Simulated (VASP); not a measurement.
Write the native input for VASP 6.6.1 that does the following.

```
Task                   : single point
Functional             : r2SCAN
Potentials or basis    : VASP PAW PBE potentials, release 64 (Sc_sv, Al, N)
Cutoff                 : 520 eV
k mesh                 : 6 × 6 × 6
Occupations            : gaussian, width 0.1 eV
Spin                   : no spin polarisation
Dipole correction      : no
Further INCAR settings : ALGO = Normal; EDIFF = 1e-07; NBANDS = 30
```

The system is ScAl3N4.

```
CELL_PARAMETERS angstrom
-3.20585 0.00000 0.00000
0.00000 5.59948 0.00031
1.60293 -2.80002 -5.05697
ATOMIC_POSITIONS crystal
Sc 0.00552 0.33587 0.01104
Al 0.50004 0.83658 0.00007
Al 0.75334 0.41628 0.50668
Al 0.24563 0.91669 0.49127
N 0.79996 0.13052 0.59991
N 0.30602 0.64290 0.61203
N 0.56814 0.21305 0.13628
N 0.05736 0.74410 0.11472
```

The input as run:

POSCAR

```
ScAl3N4
1.0
   -3.2058524949      0.0000000000      0.0000000000
    0.0000000000      5.5994837000      0.0003080180
    1.6029262475     -2.8000212566     -5.0569653450
Sc Al N
1 3 4
Direct
    0.0055205053      0.3358749068      0.0110410105
    0.5000367598      0.8365834515      0.0000735197
    0.7533381535      0.4162799857      0.5066763071
    0.2456343003      0.9166910743      0.4912686006
    0.7999553193      0.1305204002      0.5999106386
    0.3060158783      0.6429007132      0.6120317567
    0.5681408132      0.2130536949      0.1362816263
    0.0573582702      0.7440957734      0.1147165405
```

INCAR.step1

```
SYSTEM = ScAl3N4
PREC = Accurate
ENCUT = 520
ISMEAR = 0
SIGMA = 0.1
LREAL = .FALSE.
LASPH = .TRUE.
NELM = 80
NBANDS = 30
GGA = PE
ALGO = Normal
EDIFF = 1E-4
LWAVE = .TRUE.
LCHARG = .FALSE.
```

INCAR.step2

```
SYSTEM = ScAl3N4
PREC = Accurate
ENCUT = 520
EDIFF = 1E-7
ISMEAR = 0
SIGMA = 0.1
LREAL = .FALSE.
LASPH = .TRUE.
NELM = 80
ALGO = Normal
ISIF = 2
LWAVE = .FALSE.
LCHARG = .TRUE.
METAGGA = R2SCAN
LMIXTAU = .TRUE.
LELF = .TRUE.
LVHAR = .TRUE.
NBANDS = 30
ISTART = 1
```

KPOINTS

```
regular mesh
0
G
  6 6 6
  0 0 0
```

Potentials or basis: VASP PAW PBE potentials, release 64 (Sc_sv, Al, N).

Launch:

```console
$ cat potpaw_PBE.64/Sc_sv/POTCAR potpaw_PBE.64/Al/POTCAR potpaw_PBE.64/N/POTCAR > POTCAR
$ cp INCAR.step1 INCAR
$ mpirun -np 1 vasp_std > vasp.out
$ cp INCAR.step2 INCAR
$ mpirun -np 1 vasp_std > vasp.out
```

It gave:

The pressure is 0.1 GPa. The largest force is 0.119 eV/Å. The band gap on the k mesh is 4.28 eV (least direct gap 4.43 eV).

Caveat: the PAW data sets were made with another functional, which shifts forces and pressure a little.

Wall time 16 min on 1 thread of Intel Xeon 8259CL (shared host), peak memory 0.33 GiB.
